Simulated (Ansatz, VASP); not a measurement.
Two plane-wave programs on Bi

The input POSCAR:

```
Bi
1.0
   -1.9836869844      1.9836869844      1.9836869844
    1.9836869844     -1.9836869844      1.9836869844
    1.9836869844      1.9836869844     -1.9836869844
Bi
1
Direct
    0.0000000000      0.0000000000      0.0000000000
```

The input INCAR.step1:

```
PREC = Accurate
ENCUT = 550
ISMEAR = -1
SIGMA = 0.1
LREAL = F
LASPH = T
NELM = 120
NBANDS = 14
GGA = PE
ALGO = Normal
EDIFF = 1E-5
LWAVE = T
LCHARG = F
GGA_COMPAT = F
```

The input INCAR.step2:

```
PREC = Accurate
ENCUT = 550
EDIFF = 1E-6
ISMEAR = -1
SIGMA = 0.1
LREAL = F
LASPH = T
NELM = 120
ALGO = Normal
ISIF = 2
LWAVE = F
LCHARG = T
METAGGA = R2SCAN
LMIXTAU = T
LELF = T
LVHAR = T
NBANDS = 14
ISTART = 1
GGA_COMPAT = F
```

File KPOINTS:

```
Automatic mesh
0
Gamma
  13 13 13
```

Input for Ansatz:

```yaml
crystal:
  lattice:
    - [-1.9836869844, 1.9836869844, 1.9836869844]
    - [1.9836869844, -1.9836869844, 1.9836869844]
    - [1.9836869844, 1.9836869844, -1.9836869844]
  atoms:
    - { symbol: Bi, position: [0.0, 0.0, 0.0] }
hamiltonian:
  xc: r2scan
  pseudopotentials:
    kind: paw
    azcp:
      Bi: "pseudopotentials/Bi.paw.azcp"
basis:
  ecutwfc: 500
  fft_grid_basis: typed
kpoints:
  mp_grid: { grid: [13, 13, 13], shift: [0, 0, 0] }
magnetization:
  spin_polarized: false
scf:
  occupations: { method: fermi_dirac, width: 0.1 }
  lower_state_search: "off"
output:
  stress: true
  write_density: true
  write_potential: true
  elf: true
  volumetric_format: npy
```

Alike in both runs: task single point; functional r2SCAN; k mesh 13 × 13 × 13; occupations fermi-dirac, width 0.1 eV; no spin polarisation.

|  | VASP | Ansatz |
| --- | --- | --- |
| version | VASP 6.6.1 | Ansatz 0.2.0 |
| potentials or method | VASP PAW PBE potentials, release 64 (Bi_d), cutoff 550 eV | plane waves (500 eV) with PAW, scalar-relativistic |
| valence electrons in the cell | 15 | 15 |

|  | VASP | Ansatz | Ansatz less VASP |
| --- | --- | --- | --- |
| pressure (GPa) | 0.0 | 0.0 | +0.04 |

VASP's potentials were made for PBE, not for r2SCAN.

Neither program's run includes spin-orbit coupling.
